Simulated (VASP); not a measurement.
A run of VASP 6.6.1 is set up as follows.

INCAR

```
SYSTEM = SnSe
PREC = Accurate
ENCUT = 520
EDIFF = 1E-7
ISMEAR = -1
SIGMA = 0.02
LREAL = .False.
LASPH = .True.
NELM = 60
ALGO = Normal
ISIF = 2
LWAVE = .False.
LCHARG = .True.
GGA = PE
LELF = .True.
LVHAR = .True.
NBANDS = 28
```

File KPOINTS:

```
regular mesh
0
Gamma
  6 6 4
  0 0 0
```

Contents of POSCAR:

```
SnSe
1.0
    5.1049254509      0.0000000000      0.0000000000
   -2.5524627255      4.4209951249      0.0000000000
    0.0000000000      0.0000000000      6.2109593727
Sn Se
2 2
Direct
    0.3333333333      0.6666666667     -0.0420226581
    0.6666666667      0.3333333333      0.4579773419
    0.3333333333      0.6666666667      0.4170226581
    0.6666666667      0.3333333333      0.9170226581
```

Potentials or basis: VASP PAW PBE potentials, release 64 (Sn_d, Se).

Run with:

```console
$ cat potpaw_PBE.64/Sn_d/POTCAR potpaw_PBE.64/Se/POTCAR > POTCAR
$ mpirun -np 1 vasp_std > vasp.out
```

(1) What does it give for the band gap on the k mesh?

(2) What does it give for the pressure?

(3) What does it give for the largest force?

Answers

(1) 0.82 eV, direct.

(2) 0.0 GPa.

(3) 0.008 eV/Å.

Caveat: spin-orbit coupling is left out, which moves the levels of the heavy elements.
